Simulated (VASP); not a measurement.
# RbGeN (Cmcm) in VASP: further runs, part 2 of 2

VASP 6.6.1. The steps go on from the part before.

**3. Single point, PBE**

This run uses another cell than the first one, of 24.97 Å³/atom.

File INCAR:

```
ALGO = Normal ; EDIFF = 1E-7
ENCUT = 520 ; GGA = PE
ISIF = 2 ; ISMEAR = 0
LASPH = True ; LCHARG = False
LREAL = False ; LWAVE = False
NBANDS = 37 ; NELM = 100
PREC = Accurate ; SIGMA = 0.1
```

File KPOINTS:

```
k-points
0
Gamma
  4 4 4
```

File POSCAR:

```
RbGeN
1.0
    2.1626469500     -5.6134409300      0.0000000000
    2.1626469500      5.6134409300      0.0000000000
    0.0000000000      0.0000000000      6.1697512100
Rb Ge N
2 2 2
Direct
    0.3094556300      0.6905443700      0.2500000000
    0.6905443700      0.3094556300      0.7500000000
    0.3955059500      0.6044940500      0.7500000000
    0.6044940500      0.3955059500      0.2500000000
    0.0000000000      0.0000000000      0.5000000000
    0.0000000000      0.0000000000      0.0000000000
```

Potentials or basis: VASP PAW PBE potentials, release 64 (Rb_sv, Ge_d, N).

The run is started by

```console
$ cat potpaw_PBE.64/Rb_sv/POTCAR potpaw_PBE.64/Ge_d/POTCAR potpaw_PBE.64/N/POTCAR > POTCAR
$ mpirun -np 1 vasp_std > vasp.out
```

OUTCAR:

```text
EDIFF = 1E-7
   ENCUT = 520
   GGA = PE
   ISIF = 2
   ISMEAR = 0
   LASPH = True
   LREAL = False
   NELM = 100
   PREC = Accurate

 ion  position               nearest neighbor table
   1  0.309  0.691  0.250-   4 3.16   4 3.16   3 3.23   3 3.23   4 3.31   6 3.41   5 3.41   6 3.41
                             5 3.41   2 4.00   2 4.00   2 4.00   2 4.00   2 5.27   2 5.27
   2  0.691  0.309  0.750-   3 3.16   3 3.16   4 3.23   4 3.23   3 3.31   5 3.41   6 3.41   5 3.41
                             6 3.41   1 4.00   1 4.00   1 4.00   1 4.00   1 5.27   1 5.27
   3  0.396  0.604  0.750-   2 3.16   2 3.16   1 3.23   1 3.23   2 3.31
   4  0.604  0.396  0.250-   1 3.16   1 3.16   2 3.23   2 3.23   1 3.31
   5  0.000  0.000  0.500-   2 3.41   1 3.41   2 3.41   1 3.41
   6  0.000  0.000  0.000-   2 3.41   1 3.41   2 3.41   1 3.41

  LATTYP: Found a base centered orthorhombic cell.
 ALAT       =     4.3252939000
 B/A-ratio  =     2.5956344516
 C/A-ratio  =     1.4264351400

  Lattice vectors:

 A1 = (   2.1626469500,  -5.6134409300,   0.0000000000)
 A2 = (   2.1626469500,   5.6134409300,   0.0000000000)
 A3 = (   0.0000000000,   0.0000000000,   6.1697512100)

Analysis of symmetry for initial positions (statically):
=====================================================================
 Subroutine PRICEL returns:
 Original cell was already a primitive cell.

 Routine SETGRP: Setting up the symmetry group for a
 base centered orthorhombic supercell.

 Subroutine GETGRP returns: Found  8 space group operations
 (whereof  4 operations were pure point group operations)
 out of a pool of  8 trial point group operations.

The static configuration has the point symmetry C_2h.
 The point group associated with its full space group is D_2h.

Analysis of symmetry for dynamics (positions and initial velocities):
[... 136 lines left out ...]
     AMIX_MAG =   1.60;   BMIX_MAG =  1.00
  volume/ion in A,a.u.               =      24.97       168.48
  Fermi-wavevector in a.u.,A,eV,Ry     =   1.179325  2.228600 18.923072  1.390807
  Thomas-Fermi vector in A             =   2.315638
   LORBIT       =      0    0 simple, 1 ext, 2 COOP (PROOUT), +10 PAW based schemes
   GGA     = PE    functional components
   LHFCALC =     F    Hartree Fock is set to
   AEXX    =    0.0000 exact exchange contribution
   IVDW    =     0    specifies the selected vdW correction
   LEPSILON=     F    determine dielectric tensor
   LRPA    =     F    only Hartree local field effects (RPA)
 non-spin polarized calculation
 Gauss-broadening in eV      SIGMA  =   0.10
  energy-cutoff  :      520.00
  volume of cell :      149.80
 maximum number of plane-waves:      4050
 NGX is ok and might be reduce to    48
   NGX = 23   NGY = 23   NGZ = 23

 number of electron      56.0000004 magnetization

 Free energy of the ion-electron system (eV)
  ---------------------------------------------------
  ext. energy  EPLUGINS =         0.00000000
  ---------------------------------------------------
  free energy    TOTEN  =       -18.48252491 eV

  energy without entropy =      -18.45654614  energy(sigma->0) =      -18.46953552

 E-fermi :   2.0332     XC(G=0):  -8.9159

 val. band max:        2.0256000537   @ k =   0.5000   0.0000   0.0000
 cond. band min:       2.0447359204   @ k =   0.0000   0.0000   0.5000
 fundamental gap:      0.0191358667
 Fermi energy:         2.0331564505

 k-point     1 :       0.0000    0.0000    0.0000
  band No.  band energies     occupation
      1     -25.1843      2.00000
      2     -25.1211      2.00000
      3     -23.2384      2.00000
      4     -23.2342      2.00000
      5     -23.2288      2.00000
      6     -23.2278      2.00000
[... 829 lines left out ...]
     36       6.0020      0.00000
     37       8.4295      0.00000

------------------------ aborting loop because EDIFF is reached ----------------------------------------

  FORCE on cell =-STRESS in cart. coord.  units (eV):
  Direction    XX          YY          ZZ          XY          YZ          ZX
  --------------------------------------------------------------------------------------
  -------------------------------------------------------------------------------------
  Total      -11.8682227     -1.0724535     -1.4977898      0.0000000      0.0000000      0.0000000
  in kB     -126.9357159    -11.4703491    -16.0195023      0.0000000      0.0000000      0.0000000
  external PRESSURE =     -51.4751891 kB  Pullay stress =       0.0000000 kB

 VOLUME and BASIS-vectors are now :
 -----------------------------------------------------------------------------
  energy-cutoff  :      520.00
  volume of cell :      149.80
      direct lattice vectors                 reciprocal lattice vectors
     2.162646950 -5.613440930  0.000000000     0.231198162 -0.089071927  0.000000000
     2.162646950  5.613440930  0.000000000     0.231198162  0.089071927  0.000000000
     0.000000000  0.000000000  6.169751210     0.000000000  0.000000000  0.162081090

 POSITION                                       TOTAL-FORCE (eV/Angst)
 -----------------------------------------------------------------------------------
      2.16265      2.13922      1.54244         0.000000     -0.485547     -0.000000
      2.16265     -2.13922      4.62731         0.000000      0.485547     -0.000000
      2.16265      1.17314      4.62731         0.000000     -2.769239      0.000000
      2.16265     -1.17314      1.54244         0.000000      2.769239     -0.000000
      0.00000      0.00000      3.08488        -0.000000      0.000000     -0.000000
      0.00000      0.00000      0.00000         0.000000      0.000000     -0.000000
 -----------------------------------------------------------------------------------
    total drift:                                0.000000      0.000000      0.000000

  FREE ENERGIE OF THE ION-ELECTRON SYSTEM (eV)
  ---------------------------------------------------
  free  energy   TOTEN  =       -18.4825249124 eV

  energy  without entropy=      -18.4565461359  energy(sigma->0) =      -18.46953552
```

stdout:

```text
POSCAR found type information on POSCAR RbGeN
 POSCAR found :  3 types and       6 ions
 scaLAPACK will be used
 LDA part: xc-table for (Slater+PW92), standard interpolation
 POSCAR, INCAR and KPOINTS ok, starting setup
 FFT: planning ... GRIDC
 FFT: planning ... GRID_SOFT
 FFT: planning ... GRID
 WAVECAR not read
 entering main loop
```

Wall time 97 s (1 thread of Intel Xeon 6975P-C (Granite Rapids), shared host); peak memory 0.37 GiB.

Results:

| Property | Result |
| --- | --- |
| Free energy | -18.4825 eV |
| Pressure | -5.1 GPa |
| Largest force | 2.769 eV/Å |
| Band gap on the k mesh | zero (bands 28 and 29 overlap by 0.48 eV) |

Forces in eV/Å, atoms in the order of the input:
```
Rb   0.000 -0.486  0.000
Rb   0.000  0.486  0.000
Ge   0.000 -2.769  0.000
Ge   0.000  2.769  0.000
N    0.000  0.000  0.000
N    0.000  0.000  0.000
```

Levels at points of the mesh, in eV from the Fermi level:
| k point | band 24 | band 25 | band 26 | band 27 | band 28 | band 29 | band 30 | band 31 | band 32 | band 33 |
| --- | --- | --- | --- | --- | --- | --- | --- | --- | --- | --- |
| (0.00, 0.00, 0.00) | -1.66 | -1.25 | -1.02 | -0.63 | -0.55 | 0.15 | 0.55 | 1.10 | 1.31 | 2.26 |
| (0.50, 0.00, 0.00) | -2.37 | -1.75 | -1.18 | -0.70 | -0.01 | 0.65 | 0.73 | 1.09 | 1.67 | 2.26 |
| (0.50, 0.50, 0.00) | -1.86 | -1.10 | -0.67 | -0.64 | -0.56 | -0.18 | 0.57 | 0.96 | 1.19 | 2.33 |
| (0.00, 0.00, 0.50) | -1.56 | -1.45 | -1.45 | -0.73 | -0.73 | 0.01 | 0.01 | 1.01 | 1.01 | 2.07 |
| (0.50, 0.00, 0.50) | -2.25 | -1.82 | -1.82 | -0.64 | -0.64 | 0.43 | 0.43 | 1.48 | 1.48 | 2.14 |
| (0.50, 0.50, 0.50) | -1.71 | -1.42 | -1.42 | -1.11 | -1.11 | 0.25 | 0.25 | 1.40 | 1.40 | 1.97 |

Caveat: the k points lie up to 0.39 Å⁻¹ apart; forces of over 1 eV/Å act on the atoms, so gaps and moduli don't describe the material at rest.
